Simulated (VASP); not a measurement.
Here is a VASP 6.6.1 calculation.

INCAR

```
SYSTEM = Ir
  PREC = Accurate
  ENCUT = 520
  EDIFF = 1E-7
  ISMEAR = 0
  SIGMA = 0.15
  LREAL = .FALSE.
  LASPH = .TRUE.
  NELM = 80
  ALGO = Fast
  ISIF = 2
  LWAVE = .FALSE.
  LCHARG = .TRUE.
  LELF = .TRUE.
  LVHAR = .TRUE.
  NBANDS = 16
```

The input KPOINTS:

```
Automatic mesh
0
G
  18 18 10
  0 0 0
```

Contents of POSCAR:

```
Ir
1.0
    2.6421000000      0.0000000000      0.0000000000
   -1.3210500000      2.2881257193      0.0000000000
    0.0000000000      0.0000000000      4.6055000000
Ir
2
Direct
    0.6666666667      0.3333333333      0.7500000000
    0.3333333333      0.6666666667      0.2500000000
```

Potentials or basis: VASP PAW LDA potentials, release 64 (Ir).

Launch:

```bash
$ cat potpaw_LDA.64/Ir/POTCAR > POTCAR
$ mpirun -np 1 vasp_std > vasp.out
```

**Question.** Predict the band gap on the k mesh.

**Answer.** Zero (bands 9 and 10 overlap by 3.82 eV).

**Question.** Estimate the pressure.

**Answer.** 4.3 GPa.

Stress tensor (GPa, compression positive):
```
 14.18   0.00   0.00
  0.00  14.18   0.00
  0.00   0.00 -15.59
```

Caveat: the stress differs along the axes, from -16 to 14 GPa; spin-orbit coupling is left out, which moves the levels of the heavy elements.
